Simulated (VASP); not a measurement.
Wanted: the native input for a VASP 6.6.1 run.

| Property | Result |
| --- | --- |
| Task | single point |
| Functional | PBEsol |
| Potentials or basis | VASP PAW PBE potentials, release 64 (W_sv, Se) |
| Cutoff | 520 eV |
| k mesh | 9 × 9 × 2 |
| Occupations | gaussian, width 0.05 eV |
| Spin | no spin polarisation |
| Dipole correction | no |
| Further INCAR settings | ALGO = Normal; EDIFF = 1e-06; NBANDS = 35 |

The structure of WSe2 lies in POSCAR:

```
WSe2
1.0
   -3.2711504052      0.0000000000      0.0000000000
   -1.6355752026     -2.8328993505      0.0000000000
    0.0000000000      0.0000000000     16.2206689562
W Se
2 4
Direct
    0.3333333333      0.3333333333      0.6112880883
    0.6666666667      0.6666666667      0.2037626961
    0.3333333333      0.3333333333      0.1005660037
    0.6666666667      0.6666666667      0.5080913959
    0.3333333333      0.3333333333      0.3069593885
    0.6666666667      0.6666666667      0.7144847807
```

These files were run (other wordings do the same):

INCAR

```
  PREC = Accurate
  ENCUT = 520
  EDIFF = 1E-6
  ISMEAR = 0
  SIGMA = 0.05
  LREAL = F
  LASPH = T
  NELM = 80
  ALGO = Normal
  ISIF = 2
  LWAVE = F
  LCHARG = F
  GGA = PS
  NBANDS = 35
```

KPOINTS

```
Automatic mesh
0
Gamma
  9 9 2
```

Potentials or basis: VASP PAW PBE potentials, release 64 (W_sv, Se).

Run with:

```console
$ cat potpaw_PBE.64/W_sv/POTCAR potpaw_PBE.64/Se/POTCAR > POTCAR
$ mpirun -np 1 vasp_std > vasp.out
```

Results of the run:

| Item | Value |
| --- | --- |
| Pressure | 0.3 GPa |
| Largest force | 0.068 eV/Å |
| Band gap on the k mesh | 1.49 eV, indirect (least direct gap 1.64 eV) |

Caveat: the PAW data sets were made with another functional, which shifts forces and pressure a little; spin-orbit coupling is left out, which moves the levels of the heavy elements.

Wall time 49 s on 1 thread of Intel(R) Xeon(R) 6975P-C (Granite Rapids), with other jobs on the host, peak memory 0.31 GiB.
